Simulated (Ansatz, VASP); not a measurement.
Ti in VASP and in Ansatz

```
Ti
1.0
     2.93519    0.00000    0.00000
    -1.46759    2.54195    0.00000
     0.00000    0.00000    4.63805
Ti
2
Direct
  0.33333 0.66667 0.25000
  0.66667 0.33333 0.75000
```

Alike in both runs: task single point; functional r2SCAN; k mesh 18 × 18 × 10; occupations gaussian, width 0.1 eV; no spin polarisation.

|  | VASP | Ansatz |
| --- | --- | --- |
| version | VASP 6.6.1 | Ansatz 0.2.0 |
| potentials or method | VASP PAW PBE potentials, release 64 (Ti_sv), cutoff 520 eV | scalar-relativistic, plane waves, PAW |
| valence electrons in the cell | 24 | 24 |

|  | VASP | Ansatz | Ansatz less VASP |
| --- | --- | --- | --- |
| gap on the k mesh at the Fermi level (eV) | none | none | - |
| pressure (GPa) | 0.4 | 0.0 | -0.37 |

VASP's potentials were made for PBE, not for r2SCAN. A gap of «none» marks a metal or a gap that the smearing closes. With one functional, cell and mesh, what is left measures potentials, basis and numerics.
